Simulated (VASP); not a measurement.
Set up this calculation in VASP 6.6.1, as the native input.

| Property | Result |
| --- | --- |
| Task | single point |
| Functional | PBEsol |
| Potentials or basis | VASP PAW PBE potentials, release 64 (Cu) |
| Cutoff | 520 eV |
| k mesh | 12 × 12 × 4 |
| Occupations | fermi-dirac, width 0.05 eV |
| Spin | no spin polarisation |
| Dipole correction | no |
| Further INCAR settings | ALGO = Normal; EDIFF = 1e-06; NBANDS = 30 |

The structure of Cu lies in POSCAR:

```
Cu
1.0
    2.5475245418      0.0000000000      0.0000000000
   -1.2737622710      2.2062209700      0.0000000000
    0.0000000000      0.0000000000      8.3165306817
Cu
4
Direct
    0.6666666667      0.3333333333      0.7500000000
    0.0000000000      0.0000000000      0.5000000000
    0.3333333333      0.6666666667      0.2500000000
    0.0000000000      0.0000000000      0.0000000000
```

One way to write it, as run:

INCAR

```
  ALGO = Normal
  EDIFF = 1E-6
  ENCUT = 520
  GGA = PS
  ISIF = 2
  ISMEAR = -1
  LASPH = T
  LCHARG = F
  LREAL = F
  LWAVE = F
  NBANDS = 30
  NELM = 100
  PREC = Accurate
  SIGMA = 0.05
```

KPOINTS

```
k-points
0
Gamma
  12 12 4
```

Potentials or basis: VASP PAW PBE potentials, release 64 (Cu).

Run with:

```sh
$ cat potpaw_PBE.64/Cu/POTCAR > POTCAR
$ mpirun -np 1 vasp_std > vasp.out
```

It gave:

```
Pressure               : -3.9 GPa
Band gap on the k mesh : zero (band 22 reaches 10.89 eV, above the bottom of band 23 at 5.74 eV)
```

Caveat: the PAW data sets were made with another functional, which shifts forces and pressure a little.

It took 31 s on 1 thread of AMD EPYC 9R45 96-Core Processor (Zen 5), on a shared host, peak memory 0.17 GiB.
